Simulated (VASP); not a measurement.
Pd:

```
Pd
1.0
     0.00000    1.92019    1.92019
     1.92019    0.00000    1.92019
     1.92019    1.92019    0.00000
Pd
1
Direct
  0.00000 0.00000 0.00000
```

Base run:

* Program: VASP 6.6.1
* Functional: RPBE
* Potentials or basis: VASP PAW PBE potentials, release 64 (Pd)
* Cutoff: 520 eV
* k mesh: 12 × 12 × 12
* Occupations: fermi-dirac, width 0.05 eV
* Spin: no spin polarisation

Its results: band gap on the k mesh zero (band 5 reaches 10.89 eV, above the bottom of band 6 at 9.19 eV); pressure 20.8 GPa.

**Question.** After a change of settings the same cell gave: band gap on the k mesh zero (band 5 reaches 10.46 eV, above the bottom of band 6 at 8.11 eV); pressure 8.7 GPa. Which change was it?
A. further incar settings from ALGO = Normal; EDIFF = 1e-07; NBANDS = 11 to ALGO = Normal; EDIFF = 1e-06; NBANDS = 11; dispersion from none to D4
B. functional from RPBE to PBE; further incar settings from ALGO = Normal; EDIFF = 1e-07; NBANDS = 11 to ALGO = Fast; EDIFF = 1e-06; NBANDS = 11
C. functional from RPBE to revPBE; further incar settings from ALGO = Normal; EDIFF = 1e-07; NBANDS = 11 to ALGO = Fast; EDIFF = 1e-06; NBANDS = 11
D. functional from RPBE to r2SCANh; k mesh from 12 × 12 × 12 to 6 × 6 × 6

**Answer.** D.

Caveats: some runs use coarse meshes; the PAW data sets were made with another functional, which shifts forces and pressure a little.
